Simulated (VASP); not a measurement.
A run of VASP 6.6.1:

The input INCAR:

```
SYSTEM = Pt4Au
ALGO = Normal
DIPOL = 0.5 0.5 0.500
EDIFF = 1E-6
ENCUT = 520
GGA = PS
IDIPOL = 3
ISIF = 2
ISMEAR = -1
LASPH = .True.
LCHARG = .False.
LDIPOL = .True.
LREAL = .False.
LWAVE = .False.
NBANDS = 34
NELM = 80
PREC = Accurate
SIGMA = 0.1
```

Contents of KPOINTS:

```
k-points
0
Gamma
  12 9 1
  0 0 0
```

The input POSCAR:

```
Pt4Au
1.0
    2.7716650196      0.0000000000      0.0000000000
    0.0000000000      3.9197262610      0.0000000000
    0.0000000000      0.0000000000     21.5433000000
Au Pt
1 4
Direct
    0.0000000000      0.0000000000      0.3775261929
    0.5000000000      0.5000000000      0.4317546603
    0.0000000000      0.0000000000      0.5000000018
    0.5000000000      0.5000000000      0.5682453384
    0.0000000000      0.0000000000      0.6224738066
```

Potentials or basis: VASP PAW PBE potentials, release 64 (Au, Pt).

Command:

```bash
$ cat potpaw_PBE.64/Au/POTCAR potpaw_PBE.64/Pt/POTCAR > POTCAR
$ mpirun -np 1 vasp_std > vasp.out
```

Hardware: 1 thread of Intel Xeon 8259CL (shared host).

How long does it take, and how much memory?

It took 16 min on 1 thread of Intel Xeon 8259CL, on a shared host, peak memory 0.48 GiB. Counts: scf iterations 31, k points 35.
